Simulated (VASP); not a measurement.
# KTaO3 (P4/mmm) in VASP: notebook, part 3 of 3

VASP 6.6.1.

### 4 Electric field gradients, PBE (zz strain of +3 %)

Contents of INCAR:

```
ALGO = Normal ; EDIFF = 1E-8
ENCUT = 520 ; GGA = PE
ISIF = 2 ; ISMEAR = -1
LASPH = True ; LCHARG = False
LEFG = True ; LREAL = False
LWAVE = False ; NBANDS = 27
NELM = 100 ; PREC = Accurate
SIGMA = 0.01
```

Contents of KPOINTS:

```
k-points
0
Gamma
  5 5 5
```

Contents of POSCAR:

```
KTaO3
1.0
    3.9883000000      0.0000000000      0.0000000000
    0.0000000000      3.9883000000      0.0000000000
    0.0000000000      0.0000000000      4.1079490000
K Ta O
1 1 3
Direct
    0.5000000000      0.5000000000      0.5000000000
    0.0000000000      0.0000000000      0.0000000000
    0.5000000000      0.0000000000      0.0000000000
    0.0000000000      0.5000000000      0.0000000000
    0.0000000000      0.0000000000      0.5000000000
```

Potentials or basis: VASP PAW PBE potentials, release 64 (K_sv, Ta_pv, O).

Run with:

```console
> cat potpaw_PBE.64/K_sv/POTCAR potpaw_PBE.64/Ta_pv/POTCAR potpaw_PBE.64/O/POTCAR > POTCAR
> mpirun -np 1 vasp_std > vasp.out
```

OUTCAR:

```text
EDIFF = 1E-8
   ENCUT = 520
   GGA = PE
   ISIF = 2
   ISMEAR = -1
   LASPH = True
   LREAL = False
   NELM = 100
   PREC = Accurate

 ion  position               nearest neighbor table
   1  0.500  0.500  0.500-   5 2.82   5 2.82   5 2.82   5 2.82   4 2.86   3 2.86   4 2.86   3 2.86
                             4 2.86   3 2.86   4 2.86   3 2.86   2 3.49   2 3.49   2 3.49   2 3.49
   2  0.000  0.000  0.000-   3 1.99   4 1.99   4 1.99   3 1.99   5 2.05   5 2.05   1 3.49   1 3.49
                             1 3.49   1 3.49   1 3.49   1 3.49   1 3.49   1 3.49
   3  0.500  0.000  0.000-   2 1.99   2 1.99   1 2.86   1 2.86   1 2.86   1 2.86
   4  0.000  0.500  0.000-   2 1.99   2 1.99   1 2.86   1 2.86   1 2.86   1 2.86
   5  0.000  0.000  0.500-   2 2.05   2 2.05   1 2.82   1 2.82   1 2.82   1 2.82

  LATTYP: Found a simple tetragonal cell.
 ALAT       =     3.9883000000
 C/A-ratio  =     1.0300000000

  Lattice vectors:

 A1 = (   3.9883000000,   0.0000000000,   0.0000000000)
 A2 = (   0.0000000000,   3.9883000000,   0.0000000000)
 A3 = (   0.0000000000,   0.0000000000,   4.1079490000)

Analysis of symmetry for initial positions (statically):
=====================================================================
 Subroutine PRICEL returns:
 Original cell was already a primitive cell.

 Routine SETGRP: Setting up the symmetry group for a
 simple tetragonal supercell.

 Subroutine GETGRP returns: Found 16 space group operations
 (whereof 16 operations were pure point group operations)
 out of a pool of 16 trial point group operations.

The static configuration has the point symmetry D_4h.

Analysis of symmetry for dynamics (positions and initial velocities):
=====================================================================
 Subroutine PRICEL returns:
 Original cell was already a primitive cell.

 Routine SETGRP: Setting up the symmetry group for a
 simple tetragonal supercell.

 Subroutine GETGRP returns: Found 16 space group operations
 (whereof 16 operations were pure point group operations)
 out of a pool of 16 trial point group operations.

The dynamic configuration has the point symmetry D_4h.

 Subroutine INISYM returns: Found 16 space group operations
 (whereof 16 operations are pure point group operations),
 and found     1 'primitive' translations

----------------------------------------------------------------------------------------

                                     Primitive cell

  volume of cell :      65.3432

  direct lattice vectors                    reciprocal lattice vectors
     3.988300000  0.000000000  0.000000000     0.250733395  0.000000000  0.000000000
     0.000000000  3.988300000  0.000000000     0.000000000  0.250733395  0.000000000
     0.000000000  0.000000000  4.107949000     0.000000000  0.000000000  0.243430481

  length of vectors
     3.988300000  3.988300000  4.107949000     0.250733395  0.250733395  0.243430481

[... 91 lines left out ...]
   NUPDOWN=      -1.0000    fix difference up-down
   EMIN   =  10.00;   EMAX   =-10.00  energy-range for DOS
   EFERMI =   0.00;   METHOD = LEGACY
   ISMEAR =    -1;   SIGMA  =   0.01  broadening in eV -4-tet -1-fermi 0-gaus
   EFERMI_NEDOS =   21; number of points for ismear=-14 and -15
   IALGO  =     38    algorithm
   IMIX   =      4    mixing-type and parameters
     AMIX     =   0.40;   BMIX     =  1.00
     AMIX_MAG =   1.60;   BMIX_MAG =  1.00
  volume/ion in A,a.u.               =      13.07        88.19
  Fermi-wavevector in a.u.,A,eV,Ry     =   1.366477  2.582268 25.405623  1.867261
  Thomas-Fermi vector in A             =   2.492615
   LORBIT       =      0    0 simple, 1 ext, 2 COOP (PROOUT), +10 PAW based schemes
   GGA     = PE    functional components
[... 5 lines left out ...]
 non-spin polarized calculation
  energy-cutoff  :      520.00
  volume of cell :       65.34
 maximum number of plane-waves:      1787
 NGX is ok and might be reduce to    30
   NGX = 15   NGY = 15   NGZ = 15

 number of electron      37.9999989 magnetization

 Free energy of the ion-electron system (eV)
  ---------------------------------------------------
  ext. energy  EPLUGINS =         0.00000000
  ---------------------------------------------------
  free energy    TOTEN  =       -41.02360130 eV

  energy without entropy =      -41.02360130  energy(sigma->0) =      -41.02360130

 E-fermi :   1.7879     XC(G=0): -10.7203

 val. band max:        1.5066938591   @ k =   0.4000   0.4000   0.4000
 cond. band min:       3.6955175642   @ k =   0.0000   0.0000   0.0000
 fundamental gap:      2.1888237051
 Fermi energy:         1.7878515711

 k-point     1 :       0.0000    0.0000    0.0000
  band No.  band energies     occupation
      1     -32.6725      2.00000
      2     -32.6725      2.00000
      3     -32.6383      2.00000
      4     -25.7426      2.00000
      5     -15.8958      2.00000
      6     -15.2898      2.00000
[... 529 lines left out ...]
     26      12.6526      0.00000
     27      12.8680      0.00000

------------------------ aborting loop because EDIFF is reached ----------------------------------------

  FORCE on cell =-STRESS in cart. coord.  units (eV):
  Direction    XX          YY          ZZ          XY          YZ          ZX
  --------------------------------------------------------------------------------------
  -------------------------------------------------------------------------------------
  Total        1.4882270      1.4882270     -2.4664669      0.0000000      0.0000000     -0.0000000
  in kB       36.4904386     36.4904386    -60.4762963      0.0000000      0.0000000     -0.0000000
  external PRESSURE =       4.1681937 kB  Pullay stress =       0.0000000 kB

 VOLUME and BASIS-vectors are now :
 -----------------------------------------------------------------------------
  energy-cutoff  :      520.00
  volume of cell :       65.34
      direct lattice vectors                 reciprocal lattice vectors
     3.988300000  0.000000000  0.000000000     0.250733395  0.000000000  0.000000000
     0.000000000  3.988300000  0.000000000     0.000000000  0.250733395  0.000000000
     0.000000000  0.000000000  4.107949000     0.000000000  0.000000000  0.243430481

 POSITION                                       TOTAL-FORCE (eV/Angst)
 -----------------------------------------------------------------------------------
      1.99415      1.99415      2.05397         0.000000      0.000000      0.000000
      0.00000      0.00000      0.00000         0.000000      0.000000      0.000000
      1.99415      0.00000      0.00000         0.000000      0.000000      0.000000
      0.00000      1.99415      0.00000         0.000000      0.000000      0.000000
      0.00000      0.00000      2.05397         0.000000      0.000000      0.000000
 -----------------------------------------------------------------------------------
    total drift:                                0.000000     -0.000000      0.000000

  FREE ENERGIE OF THE ION-ELECTRON SYSTEM (eV)
  ---------------------------------------------------
  free  energy   TOTEN  =       -41.0236012980 eV

  energy  without entropy=      -41.0236012980  energy(sigma->0) =      -41.02360130

 Electric field gradients (V/A^2)
---------------------------------------------------------------------
 ion       V_xx      V_yy      V_zz      V_xy      V_xz      V_yz
---------------------------------------------------------------------
   1      -1.624    -1.624     3.249     0.000     0.000    -0.000
   2     -73.988   -73.988   147.977    -0.000     0.000     0.000
   3      18.225   -13.072    -5.152     0.000     0.000     0.000
   4     -13.072    18.225    -5.152    -0.000     0.000     0.000
   5     -17.835   -17.835    35.669    -0.000     0.000     0.000
---------------------------------------------------------------------

 Electric field gradients after diagonalization (V/A^2)
 (convention: |V_zz| > |V_xx| > |V_yy|)
----------------------------------------------------------------------
 ion       V_xx      V_yy      V_zz     asymmetry (V_yy - V_xx)/ V_zz
----------------------------------------------------------------------
   1      -1.624    -1.624     3.249       0.000
   2     -73.988   -73.988   147.977       0.000
   3     -13.072    -5.152    18.225       0.435
   4     -13.072    -5.152    18.225       0.435
   5     -17.835   -17.835    35.669       0.000
----------------------------------------------------------------------

           NMR quadrupolar parameters

 Cq : quadrupolar parameter    Cq=e*Q*V_zz/h
 eta: asymmetry parameters     (V_yy - V_xx)/ V_zz
 Q  : nuclear electric quadrupole moment in mb (millibarn)
----------------------------------------------------------------------
 ion       Cq(MHz)       eta       Q (mb)
----------------------------------------------------------------------
   1       0.008       0.000       1.000
   2       0.358       0.000       1.000
   3       0.044       0.435       1.000
   4       0.044       0.435       1.000
   5       0.086       0.000       1.000
----------------------------------------------------------------------
```

OSZICAR:

```text
N       E                     dE             d eps       ncg     rms          rms(c)
DAV:   1     0.323198383113E+03    0.32320E+03   -0.20738E+04   972   0.140E+03
DAV:   2    -0.305474834993E+02   -0.35375E+03   -0.34134E+03  1143   0.407E+02
DAV:   3    -0.490420603281E+02   -0.18495E+02   -0.18405E+02  1322   0.897E+01
DAV:   4    -0.497117720965E+02   -0.66971E+00   -0.66866E+00  1624   0.105E+01
DAV:   5    -0.497155133025E+02   -0.37412E-02   -0.37407E-02  1235   0.824E-01    0.323E+01
DAV:   6    -0.412810797710E+02    0.84344E+01   -0.35072E+01  1132   0.393E+01    0.122E+01
DAV:   7    -0.410954545866E+02    0.18563E+00   -0.18884E+00  1271   0.862E+00    0.881E+00
DAV:   8    -0.410503116922E+02    0.45143E-01   -0.46301E-01  1170   0.561E+00    0.311E+00
DAV:   9    -0.410256258999E+02    0.24686E-01   -0.42095E-02  1218   0.162E+00    0.517E-01
DAV:  10    -0.410235988649E+02    0.20270E-02   -0.17169E-02  1281   0.820E-01    0.106E-01
DAV:  11    -0.410235695589E+02    0.29306E-04   -0.12385E-03  1310   0.222E-01    0.338E-02
DAV:  12    -0.410235914131E+02   -0.21854E-04   -0.47857E-05  1229   0.583E-02    0.130E-02
DAV:  13    -0.410236014227E+02   -0.10010E-04   -0.11632E-05  1297   0.245E-02    0.549E-03
DAV:  14    -0.410236013631E+02    0.59605E-07   -0.40624E-07  1413   0.437E-03    0.391E-03
DAV:  15    -0.410236012898E+02    0.73308E-07   -0.34149E-07  1153   0.339E-03    0.960E-04
DAV:  16    -0.410236012980E+02   -0.82209E-08   -0.22282E-08  1047   0.123E-03
   1 F= -.41023601E+02 E0= -.41023601E+02  d E =-.236085E-13
```

Run time: 94 s. Hardware: 1 thread of Intel Xeon 8259CL, shared host; peak memory 0.19 GiB.

What came out:

```yaml
Free_energy: -41.0236 eV
Pressure: 0.4 GPa
Band_gap_on_the_k_mesh: 2.19 eV, indirect (least direct gap 2.69 eV)
```

Levels at points of the mesh, in eV from the valence-band top:
| k point | band 17 | band 18 | band 19 | band 20 | band 21 | band 22 |
| --- | --- | --- | --- | --- | --- | --- |
| (0.00, 0.00, 0.00) | -0.55 | -0.50 | -0.50 | 2.19 | 2.19 | 2.23 |

Electric field gradients, principal values (V/Å²):
```
atom    least   middle  greatest (by size)
 1 K   -1.624   -1.624               3.249
2 Ta  -73.988  -73.988             147.977
 3 O   -5.152  -13.072              18.225
 4 O   -5.152  -13.072              18.225
 5 O  -17.835  -17.835              35.669
```

Caveat: the cell differs from its parent crystal (zz strain of +3 %); without QUAD_EFG the Cq values of the log hold for a quadrupole moment of 1 mb, not for the nuclei; spin-orbit coupling is left out, which moves the levels of the heavy elements. A k mesh can miss the band edges.

### 5 Summary

```tsv
cell	gap on the mesh (eV)	pressure (GPa)
a = 3.988, b = 3.988, c = 3.909 Å, 5 atoms	2.31	10.8
a = 3.988, b = 3.988, c = 4.028 Å, 5 atoms	2.25	4.0
a = 3.988, b = 3.988, c = 4.108 Å, 5 atoms	2.19	0.4
```

Alike in all rows: task electric field gradients; level PBE; potentials or basis VASP PAW PBE potentials, release 64 (K_sv, Ta_pv, O); no spin polarisation; k mesh 5 × 5 × 5; cutoff (eV) 520; smearing fermi-dirac 0.01 eV.

Caveats: spin-orbit coupling is left out, which moves the levels of the heavy elements.

Absolute energies hang on the potentials; compare differences alone.
